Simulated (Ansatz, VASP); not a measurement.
**Two plane-wave programs on HgTe**

Contents of INCAR:

```
SYSTEM = HgTe
ALGO = Normal
EDIFF = 1E-6
ENCUT = 500
GGA = PS
GGA_COMPAT = .FALSE.
ISIF = 2
ISMEAR = -5
LASPH = .TRUE.
LCHARG = .TRUE.
LELF = .TRUE.
LREAL = .FALSE.
LVHAR = .TRUE.
LWAVE = .FALSE.
NBANDS = 16
NELM = 120
PREC = Accurate
SIGMA = 0.1
```

The input KPOINTS:

```
k-points
0
G
  4 4 4
  0 0 0
```

The input POSCAR:

```
HgTe
1.0
    0.0000000000      3.2891578872      3.2891578872
    3.2891578872      0.0000000000      3.2891578872
    3.2891578872      3.2891578872      0.0000000000
Hg Te
1 1
Direct
    0.0000000000      0.0000000000      0.0000000000
    0.2500000000      0.2500000000      0.2500000000
```

Input for Ansatz:

```yaml
crystal:
  lattice:
    - [0.0, 3.2891578872, 3.2891578872]
    - [3.2891578872, 0.0, 3.2891578872]
    - [3.2891578872, 3.2891578872, 0.0]
  atoms:
    - { symbol: Hg, position: [0.0, 0.0, 0.0] }
    - { symbol: Te, position: [0.25, 0.25, 0.25] }
kpoints:
  mp_grid: { grid: [4, 4, 4] }
hamiltonian:
  xc: pbesol
scf:
  occupations: { method: tetrahedron }
  n_extra_bands: 4
output:
  forces: true
  stress: true
  eigenvalues: true
```

Alike in both runs: task single point; functional PBEsol; k mesh 4 × 4 × 4; occupations tetrahedron; no spin polarisation.

```csv
,VASP,Ansatz
version,VASP 6.6.1,Ansatz 0.2.0
potentials or method,"VASP PAW PBE potentials, release 64 (Hg, Te)",plane waves
plane-wave cutoff (eV),500,420
valence electrons in the cell,18,36
```

```csv
,VASP,Ansatz,Ansatz less VASP
pressure (GPa),-0.7,-0.8,-0.11
```

VASP's potentials were made for PBE, not for PBEsol. VASP's potentials hold 18 valence electrons a cell and Ansatz's 36, so a difference there can come from the potentials and not from the codes. Ansatz's warnings: band table not solved further, tetrahedron derivatives may miss energy slope.

The k mesh is coarse, so the values compare programs but aren't converged. Spin-orbit coupling is off throughout.
